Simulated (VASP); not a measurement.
**GaN: single point with LDA**

Crystal: GaN.

```
Ga N
1.0
     0.00000    2.13524    2.13524
     2.13524    0.00000    2.13524
     2.13524    2.13524    0.00000
Ga N
1 1
Direct
  0.00000 0.00000 0.00000
  0.50000 0.50000 0.50000
```

```json
{
 "Program": "VASP 6.6.1",
 "Task": "single point",
 "Functional": "LDA",
 "Potentials or basis": "VASP PAW LDA potentials, release 64 (Ga_d, N)",
 "Cutoff": "600 eV",
 "k mesh": "8 × 8 × 8",
 "Occupations": "fermi-dirac, width 0.05 eV",
 "Spin": "no spin polarisation"
}
```

* Pressure: -12.5 GPa
* Band gap on the k mesh: 0.24 eV, indirect (least direct gap 2.45 eV)

Levels at points of the mesh, in eV from the valence-band top:
| k point | band 7 | band 8 | band 9 | band 10 | band 11 | band 12 |
| --- | --- | --- | --- | --- | --- | --- |
| (0.00, 0.00, 0.00) | -0.48 | -0.48 | -0.48 | 1.97 | 14.49 | 14.49 |
| (0.50, 0.00, 0.00) | -8.16 | -0.15 | -0.15 | 4.55 | 8.74 | 8.74 |
| (0.50, 0.50, 0.00) | -6.92 | -2.94 | -2.94 | 0.24 | 7.75 | 11.48 |

It took 17 s on 1 thread of Intel Xeon 8259CL (shared host), peak memory 0.13 GiB.

A k mesh can miss the band edges.
